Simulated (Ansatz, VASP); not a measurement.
## One calculation of C, two programs

The input INCAR:

```
SYSTEM = C
PREC = Accurate
ENCUT = 520
EDIFF = 1E-7
ISMEAR = 0
SIGMA = 0.05
LREAL = Auto
LASPH = .TRUE.
NELM = 60
ALGO = Normal
ISIF = 2
LWAVE = .FALSE.
LCHARG = .TRUE.
GGA = PS
LELF = .TRUE.
LVHAR = .TRUE.
NBANDS = 43
```

The input KPOINTS:

```
Automatic mesh
0
G
  6 6 6
  0 0 0
```

Contents of POSCAR:

```
C
1.0
    0.0000000000      3.5537981836     -3.5537981836
   -3.5537981836      0.0000000000     -3.5537981836
   -3.5537981836      3.5537981836      0.0000000000
C
15
Direct
    0.2500000000      0.7500000000      0.2500000000
    0.7500000000      0.2500000000      0.2500000000
    0.2500000000      0.2500000000      0.2500000000
    0.7500000000      0.7500000000      0.7500000000
    0.2500000000      0.7500000000      0.7500000000
    0.7500000000      0.2500000000      0.7500000000
    0.2500000000      0.2500000000      0.7500000000
    0.8750000000      0.3750000000      0.3750000000
    0.3750000000      0.3750000000      0.3750000000
    0.9241636275      0.9241636275      0.1829227450
    0.3750000000      0.8750000000      0.3750000000
    0.8750000000      0.3750000000      0.8750000000
    0.3750000000      0.3750000000      0.8750000000
    0.8750000000      0.8750000000      0.8750000000
    0.3750000000      0.8750000000      0.8750000000
```

Input for Ansatz:

```yaml
crystal:
  lattice:
    - [0.0, 3.5537981836, -3.5537981836]
    - [-3.5537981836, 0.0, -3.5537981836]
    - [-3.5537981836, 3.5537981836, 0.0]
  atoms:
    - { symbol: C, position: [0.25, 0.75, 0.25] }
    - { symbol: C, position: [0.75, 0.25, 0.25] }
    - { symbol: C, position: [0.25, 0.25, 0.25] }
    - { symbol: C, position: [0.75, 0.75, 0.75] }
    - { symbol: C, position: [0.25, 0.75, 0.75] }
    - { symbol: C, position: [0.75, 0.25, 0.75] }
    - { symbol: C, position: [0.25, 0.25, 0.75] }
    - { symbol: C, position: [0.875, 0.375, 0.375] }
    - { symbol: C, position: [0.375, 0.375, 0.375] }
    - { symbol: C, position: [0.9241636275, 0.9241636275, 0.182922745] }
    - { symbol: C, position: [0.375, 0.875, 0.375] }
    - { symbol: C, position: [0.875, 0.375, 0.875] }
    - { symbol: C, position: [0.375, 0.375, 0.875] }
    - { symbol: C, position: [0.875, 0.875, 0.875] }
    - { symbol: C, position: [0.375, 0.875, 0.875] }
basis:
  ecutwfc: 420
kpoints:
  mp_grid: { grid: [6, 6, 6] }
hamiltonian:
  xc: pbesol
  pseudopotentials: { kind: paw, azcp: { folder: soft_1 } }
scf:
  occupations: { method: gaussian, width: 0.05 }
output:
  forces: true
  stress: true
  eigenvalues: true
  write_density: true
  write_potential: true
  elf: true
  volumetric_format: npy
```

Change from the starting cell: C vacancy; atom 10 moved 0.250 of the way to it and -0.700 Å across, host rigid.

Alike in both runs: task single point; functional PBEsol; k mesh 6 × 6 × 6; occupations gaussian, width 0.05 eV; no spin polarisation.

|  | VASP | Ansatz |
| --- | --- | --- |
| version | VASP 6.6.1 | Ansatz 0.2.0 |
| potentials or method | VASP PAW PBE potentials, release 64 (C), cutoff 520 eV | scalar-relativistic, plane waves, PAW |
| valence electrons in the cell | 60 | 60 |

Ansatz gave:

```
gap on the k mesh at the Fermi level (eV)                     : none
pressure (GPa)                                                : -2.6
traceless stress, the component that is largest in VASP (GPa) : 15.98
rms of the force components (eV/Å)                            : 1.884
```

Q: Which values does VASP return?

A: gap on the k mesh at the Fermi level (eV): none; pressure (GPa): -1.6; traceless stress, the component that is largest in VASP (GPa): 15.95; rms of the force components (eV/Å): 1.880.

VASP's potentials were made for PBE, not for PBEsol, and Ansatz warns of the same on its side. Atom by atom the forces differ by 0.015 eV/Å (rms over components). A gap of «none» marks a metal or a gap that the smearing closes.
